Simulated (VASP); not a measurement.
A run of VASP 6.6.1 is set up as follows.

The input INCAR:

```
PREC     = Accurate       # precision mode
ENCUT    = 600            # plane-wave cutoff, eV
EDIFF    = 1E-7           # SCF threshold, eV
ISMEAR   = 0              # smearing method
SIGMA    = 0.1            # smearing width, eV
LREAL    = F              # projectors in reciprocal space
LASPH    = T              # aspherical terms in the spheres
NELM     = 100            # most SCF steps
ALGO     = Normal         # electronic algorithm
ISIF     = 3              # what is computed and relaxed
LWAVE    = F              # write WAVECAR
LCHARG   = F              # write CHGCAR
GGA      = PS             # functional
IBRION   = 2              # ionic algorithm
NSW      = 100            # ionic steps
EDIFFG   = -0.005         # ionic threshold
```

KPOINTS

```
regular mesh
0
Gamma
  14 14 12
```

Contents of POSCAR:

```
CuAu
1.0
    2.8107494552      0.0000000000      0.0000000000
    0.0000000000      2.8107494552      0.0000000000
    0.0000000000      0.0000000000      3.6850000000
Cu Au
1 1
Direct
    0.5000000000      0.5000000000      0.5000000000
    0.0000000000      0.0000000000      0.0000000000
```

Potentials or basis: VASP PAW PBE potentials, release 64 (Cu, Au).

Run with:

```sh
$ cat potpaw_PBE.64/Cu/POTCAR potpaw_PBE.64/Au/POTCAR > POTCAR
$ mpirun -np 1 vasp_std > vasp.out
```

What does it give for the band gap on the k mesh?

Zero (band 11 reaches 14.09 eV, above the bottom of band 12 at 6.79 eV).

Estimate the relaxed cell.

a = 2.833 Å, b = 2.833 Å, c = 3.545 Å, α = 90.00°, β = 90.00°, γ = 90.00°.

Step by step:
```csv
step,energy change (eV),largest force (eV/Å),pressure (GPa),volume (Å³)
1,0.0000,0.0000,-3.56,29.11
2,0.0015,0.0000,4.49,27.77
3,-0.0077,0.0000,0.05,28.46
4,-0.0077,0.0000,0.18,28.44
5,-0.0082,0.0000,0.13,28.44
6,-0.0094,0.0000,0.15,28.43
7,-0.0103,0.0000,0.22,28.41
8,-0.0099,0.0000,-0.93,28.61
9,-0.0103,0.0000,0.01,28.45
```

Caveat: the PAW data sets were made with another functional, which shifts forces and pressure a little; spin-orbit coupling is left out, which moves the levels of the heavy elements.
